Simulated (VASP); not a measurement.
## Ir: single point with PBEsol

Crystal: Ir.

```
CELL_PARAMETERS angstrom
2.68786 0.00000 0.00000
-1.34393 2.32776 0.00000
0.00000 0.00000 4.35964
ATOMIC_POSITIONS crystal
Ir 0.66667 0.33333 0.75000
Ir 0.33333 0.66667 0.25000
```

This isn't the form of Ir at room conditions, which is fcc.

* Program: VASP 6.6.1
* Task: single point
* Functional: PBEsol
* Potentials or basis: VASP PAW PBE potentials, release 64 (Ir)
* Cutoff: 500 eV
* k mesh: 18 × 18 × 10
* Occupations: fermi-dirac, width 0.15 eV
* Spin: no spin polarisation

```
Pressure               : 16.3 GPa
Band gap on the k mesh : zero (bands 9 and 10 overlap by 3.58 eV)
```

Levels at points of the mesh, in eV from the Fermi level:
| k point | band 6 | band 7 | band 8 | band 9 | band 10 | band 11 | band 12 | band 13 |
| --- | --- | --- | --- | --- | --- | --- | --- | --- |
| (0.00, 0.00, 0.00) | -3.39 | -3.39 | -2.52 | -2.52 | -0.98 | 0.30 | 0.30 | 7.41 |
| (0.50, 0.00, 0.00) | -3.68 | -3.18 | 0.79 | 1.07 | 1.24 | 3.11 | 4.61 | 8.46 |
| (0.00, 0.00, 0.50) | -4.22 | -4.22 | -4.22 | -0.48 | -0.48 | -0.48 | -0.48 | 13.63 |
| (0.50, 0.00, 0.50) | -2.28 | -1.09 | -1.09 | 1.05 | 1.05 | 2.09 | 2.09 | 8.01 |

Wall time 85 s on 1 thread of Intel Xeon 8259CL, on a shared host, peak memory 0.2 GiB.

Caveat: the cell stands under pressure; the PAW data sets were made with another functional, which shifts forces and pressure a little; spin-orbit coupling is left out, which moves the levels of the heavy elements.
